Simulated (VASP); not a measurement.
# Mg (P6_3/mmc) in VASP: single point with PBE

Aim: the single point of Mg with PBE.

All numbers are computed with VASP 6.6.1; they aren't measurements. Logs are shortened: lines on timing, memory, paths and dates and some standing lists are left out, and cuts for length are marked.

**1. The cell of the first run**

The structure is hexagonal, space group P6_3/mmc (No. 194). The conventional cell has a = 3.209 Å, b = 3.209 Å, c = 5.146 Å, α = 90.00°, β = 90.00°, γ = 120.00°. Within 4.2 Å of Mg (site symmetry -6m2) lie 12 Mg at 3.17 to 3.21 Å.

**2. Single point, PBE**

INCAR reads:

```
  PREC = Accurate
  ENCUT = 520
  EDIFF = 1E-6
  ISMEAR = 0
  SIGMA = 0.1
  LREAL = F
  LASPH = T
  NELM = 80
  ALGO = Normal
  ISIF = 2
  LWAVE = F
  LCHARG = F
  GGA = PE
  NBANDS = 9
```

KPOINTS reads:

```
Automatic mesh
0
Gamma
  18 18 8
```

POSCAR reads:

```
Mg
1.0
    3.2088450502     -0.0000000029      0.0000000000
   -1.6044225226      2.7789413318      0.0000000000
    0.0000000000      0.0000000000      5.1459161584
Mg
2
Direct
    0.3333333333      0.6666666667      0.2500000000
    0.6666666667      0.3333333333      0.7500000000
```

Potentials or basis: VASP PAW PBE potentials, release 64 (Mg).

The run is started by

```sh
$ cat potpaw_PBE.64/Mg/POTCAR > POTCAR
$ mpirun -np 1 vasp_std > vasp.out
```

OUTCAR:

```text
PREC = Accurate
   ENCUT = 520
   EDIFF = 1E-6
   ISMEAR = 0
   LREAL = F
   LASPH = T
   NELM = 80
   ISIF = 2
   GGA = PE

 ion  position               nearest neighbor table
   1  0.333  0.667  0.250-   2 3.17   2 3.17   2 3.17   2 3.17   2 3.17   2 3.17
   2  0.667  0.333  0.750-   1 3.17   1 3.17   1 3.17   1 3.17   1 3.17   1 3.17

  LATTYP: Found a hexagonal cell.
 ALAT       =     3.2088450502
 C/A-ratio  =     1.6036661409

  Lattice vectors:

 A1 = (   3.2088450502,  -0.0000000029,   0.0000000000)
 A2 = (  -1.6044225226,   2.7789413318,   0.0000000000)
 A3 = (   0.0000000000,   0.0000000000,   5.1459161584)

Analysis of symmetry for initial positions (statically):
=====================================================================
 Subroutine PRICEL returns:
 Original cell was already a primitive cell.

 Routine SETGRP: Setting up the symmetry group for a
 hexagonal supercell.

 Subroutine GETGRP returns: Found 24 space group operations
 (whereof 12 operations were pure point group operations)
 out of a pool of 24 trial point group operations.

The static configuration has the point symmetry D_3d.
 The point group associated with its full space group is D_6h.

Analysis of symmetry for dynamics (positions and initial velocities):
=====================================================================
 Subroutine PRICEL returns:
 Original cell was already a primitive cell.

 Routine SETGRP: Setting up the symmetry group for a
 hexagonal supercell.

 Subroutine GETGRP returns: Found 24 space group operations
 (whereof 12 operations were pure point group operations)
 out of a pool of 24 trial point group operations.

The dynamic configuration has the point symmetry D_3d.
 The point group associated with its full space group is D_6h.

 Subroutine INISYM returns: Found 24 space group operations
 (whereof 12 operations are pure point group operations),
 and found     1 'primitive' translations

----------------------------------------------------------------------------------------

                                     Primitive cell

  volume of cell :      45.8871

  direct lattice vectors                    reciprocal lattice vectors
     3.208845050 -0.000000003  0.000000000     0.311638607  0.179924633  0.000000000
    -1.604422523  2.778941332  0.000000000     0.000000000  0.359849267  0.000000000
     0.000000000  0.000000000  5.145916158     0.000000000  0.000000000  0.194328856

  length of vectors
     3.208845050  3.208845050  5.145916158     0.359849267  0.359849267  0.194328856

  position of ions in fractional coordinates (direct lattice)
     0.333333333  0.666666667  0.250000000
     0.666666667  0.333333333  0.750000000

  ion indices of the primitive-cell ions
   primitive index   ion index
                 1           1
                 2           2

----------------------------------------------------------------------------------------

 KPOINTS: Automatic mesh

Automatic generation of k-mesh.
 Grid dimensions read from file:
 generate k-points for:   18   18    8

 Generating k-lattice:

  Cartesian coordinates                     Fractional coordinates (reciprocal lattice)
     0.017313256  0.009995813  0.000000000     0.055555556  0.000000000  0.000000000
     0.000000000  0.019991626  0.000000000     0.000000000  0.055555556  0.000000000
     0.000000000  0.000000000  0.024291107     0.000000000  0.000000000  0.125000000

  Length of vectors
     0.019991626  0.019991626  0.024291107

  Shift w.r.t. Gamma in fractional coordinates (k-lattice)
     0.000000000  0.000000000  0.000000000

 Subroutine IBZKPT returns following result:
 ===========================================

 Found    185 irreducible k-points:

 Following reciprocal coordinates:
            Coordinates               Weight
  0.000000  0.000000  0.000000      1.000000
  0.055556 -0.000000  0.000000      6.000000
  0.111111 -0.000000  0.000000      6.000000
  0.166667 -0.000000  0.000000      6.000000
  0.222222 -0.000000  0.000000      6.000000
  0.277778 -0.000000  0.000000      6.000000
[... 16 lines left out ...]
  0.333333  0.111111  0.000000     12.000000
  0.388889  0.111111  0.000000     12.000000
 [... further k-points ...]
   k-points           NKPTS =    185   k-points in BZ     NKDIM =    185   number of bands    NBANDS=      9
   number of dos      NEDOS =    301   number of ions     NIONS =      2
   total plane-waves  NPLWV =  23040
   dimension x,y,z NGX =    24 NGY =   24 NGZ =   40
   dimension x,y,z NGXF=    48 NGYF=   48 NGZF=   80
   ions per type =               2
   NGX,Y,Z   is equivalent  to a cutoff of  12.43, 12.43, 12.92 a.u.
   NGXF,Y,Z  is equivalent  to a cutoff of  24.87, 24.87, 25.85 a.u.
 SYSTEM =  unknown system
   PREC   = accura    normal or accurate (medium, high low for compatibility)
   ISTART =      0    job   : 0-new  1-cont  2-samecut
   ICHARG =      2    charge: 1-file 2-atom 10-const
   ISPIN  =      1    spin polarized calculation?
   LNONCOLLINEAR =      F non collinear calculations
   LSORBIT =      F    spin-orbit coupling
   LASPH  =      T    aspherical Exc in radial PAW
   ENCUT  =  520.0 eV  38.22 Ry    6.18 a.u.   5.97  5.97  9.57*2*pi/ulx,y,z
   NELM   =     80;   NELMIN=  2; NELMDL= -5     # of ELM steps
   EDIFF  = 0.1E-05   stopping-criterion for ELM
   LREAL  =      F    real-space projection
   EDIFFG = 0.1E-04   stopping-criterion for IOM
   NSW    =      0    number of steps for IOM
   IBRION =     -1    ionic relax: 0-MD 1-quasi-New 2-CG
   NFREE  =      0    steps in history (QN), initial steepest desc. (CG)
   ISIF   =      2    stress and relaxation
   ISYM   =      2    0-nonsym 1-usesym 2-fastsym
   POTIM  = 0.5000    time-step for ionic-motion
   TEBEG  =    0.0;   TEEND  =   0.0 temperature during run
   PSTRESS=    0.0 pullay stress
   NELECT =       4.0000    total number of electrons
   NUPDOWN=      -1.0000    fix difference up-down
   EMIN   =  10.00;   EMAX   =-10.00  energy-range for DOS
   EFERMI =   0.00;   METHOD = LEGACY
   ISMEAR =     0;   SIGMA  =   0.10  broadening in eV -4-tet -1-fermi 0-gaus
   EFERMI_NEDOS =   21; number of points for ismear=-14 and -15
   IALGO  =     38    algorithm
   IMIX   =      4    mixing-type and parameters
     AMIX     =   0.40;   BMIX     =  1.00
     AMIX_MAG =   1.60;   BMIX_MAG =  1.00
  volume/ion in A,a.u.               =      22.94       154.83
  Fermi-wavevector in a.u.,A,eV,Ry     =   0.725880  1.371713  7.168925  0.526901
  Thomas-Fermi vector in A             =   1.816712
   LORBIT       =      0    0 simple, 1 ext, 2 COOP (PROOUT), +10 PAW based schemes
   GGA     = PE    functional components
   LHFCALC =     F    Hartree Fock is set to
   AEXX    =    0.0000 exact exchange contribution
   IVDW    =     0    specifies the selected vdW correction
   LEPSILON=     F    determine dielectric tensor
   LRPA    =     F    only Hartree local field effects (RPA)
 non-spin polarized calculation
 Gauss-broadening in eV      SIGMA  =   0.10
  energy-cutoff  :      520.00
  volume of cell :       45.89
 maximum number of plane-waves:      1260
 NGX is ok and might be reduce to    24
   NGX = 11   NGY = 11   NGZ = 19

 number of electron       4.0000000 magnetization

 Free energy of the ion-electron system (eV)
  ---------------------------------------------------
  ext. energy  EPLUGINS =         0.00000000
  ---------------------------------------------------
  free energy    TOTEN  =        -3.01589842 eV

  energy without entropy =       -3.01129221  energy(sigma->0) =       -3.01359532

 E-fermi :   2.6462     XC(G=0):  -8.4928

 val. band max:        2.6395887172   @ k =   0.3889   0.1111   0.3750
 cond. band min:       2.6579611825   @ k =   0.2778   0.1667   0.1250
 fundamental gap:      0.0183724653
 Fermi energy:         2.6461674662

 k-point     1 :       0.0000    0.0000    0.0000
  band No.  band energies     occupation
      1      -4.2977      2.00000
      2       1.0162      2.00000
      3       1.5094      2.00000
      4      13.4491      0.00000
      5      13.4491      0.00000
      6      13.5344      0.00000
      7      13.5344      0.00000
      8      14.5242      0.00000
      9      15.9328      0.00000

 k-point     2 :       0.0556   -0.0000    0.0000
  band No.  band energies     occupation
      1      -4.2374      2.00000
      2       1.0712      2.00000
      3       1.5680      2.00000
      4      12.0318      0.00000
      5      12.6318      0.00000
      6      13.4256      0.00000
      7      14.4405      0.00000
      8      15.2117      0.00000
      9      16.6165      0.00000

 k-point     3 :       0.1111   -0.0000    0.0000
  band No.  band energies     occupation
      1      -4.0567      2.00000
      2       1.2363      2.00000
      3       1.7428      2.00000
      4      10.3364      0.00000
      5      11.8722      0.00000
      6      12.6852      0.00000
      7      15.0852      0.00000
      8      15.4170      0.00000
      9      15.4235      0.00000

 k-point     4 :       0.1667   -0.0000    0.0000
  band No.  band energies     occupation
      1      -3.7563      2.00000
      2       1.5115      2.00000
      3       2.0305      2.00000
      4       8.6789      0.00000
      5      11.2137      0.00000
      6      11.8743      0.00000
      7      13.4490      0.00000
      8      14.4448      0.00000
      9      15.9200      0.00000
[... 205 lines left out ...]
 k-point    22 :       0.2778    0.1111    0.0000
  band No.  band energies     occupation
      1      -1.9737      2.00000
      2       3.1656      0.00000
      3       3.4226      0.00000
      4       4.6572      0.00000
      5       7.3174      0.00000
      6       9.1607      0.00000
      7      10.1538      0.00000
      8      12.2155      0.00000
      9      13.1098      0.00000

 k-point    23 :       0.3333    0.1111    0.0000
  band No.  band energies     occupation
      1      -1.2118      2.00000
      2       2.7983      0.03145
      3       3.8824      0.00000
      4       4.6819      0.00000
      5       6.9661      0.00000
      6       7.8928      0.00000
      7       9.0898      0.00000
      8      11.9253      0.00000
      9      12.8693      0.00000

 k-point    24 :       0.3889    0.1111    0.0000
  band No.  band energies     occupation
      1      -0.3411      2.00000
      2       1.6973      2.00000
      3       4.7051      0.00000
      4       5.3368      0.00000
      5       6.6023      0.00000
      6       6.7374      0.00000
      7       8.2735      0.00000
      8      11.7523      0.00000
      9      12.7228      0.00000

 [... further k-points ...]

------------------------ aborting loop because EDIFF is reached ----------------------------------------

  FORCE on cell =-STRESS in cart. coord.  units (eV):
  Direction    XX          YY          ZZ          XY          YZ          ZX
  --------------------------------------------------------------------------------------
  -------------------------------------------------------------------------------------
  Total       -0.0385354     -0.0385354     -0.0430285      0.0000000      0.0000000      0.0000000
  in kB       -1.3454867     -1.3454867     -1.5023679      0.0000000      0.0000000      0.0000000
  external PRESSURE =      -1.3977804 kB  Pullay stress =       0.0000000 kB

 VOLUME and BASIS-vectors are now :
 -----------------------------------------------------------------------------
  energy-cutoff  :      520.00
  volume of cell :       45.89
      direct lattice vectors                 reciprocal lattice vectors
     3.208845050 -0.000000003  0.000000000     0.311638607  0.179924633  0.000000000
    -1.604422523  2.778941332  0.000000000     0.000000000  0.359849267  0.000000000
     0.000000000  0.000000000  5.145916158     0.000000000  0.000000000  0.194328856

 POSITION                                       TOTAL-FORCE (eV/Angst)
 -----------------------------------------------------------------------------------
      0.00000      1.85263      1.28648         0.000000     -0.000000      0.000000
      1.60442      0.92631      3.85944        -0.000000      0.000000      0.000000
 -----------------------------------------------------------------------------------
    total drift:                               -0.000000      0.000000     -0.000000

  FREE ENERGIE OF THE ION-ELECTRON SYSTEM (eV)
  ---------------------------------------------------
  free  energy   TOTEN  =        -3.0158984242 eV

  energy  without entropy=       -3.0112922077  energy(sigma->0) =       -3.01359532
```

Wall time 15 s (1 thread of Intel Xeon 6975P-C (Granite Rapids), shared host); peak memory 0.2 GiB.

What came out:

```
Free energy            : -3.0159 eV
Pressure               : -0.1 GPa
Band gap on the k mesh : zero (bands 2 and 3 overlap by 2.15 eV)
```
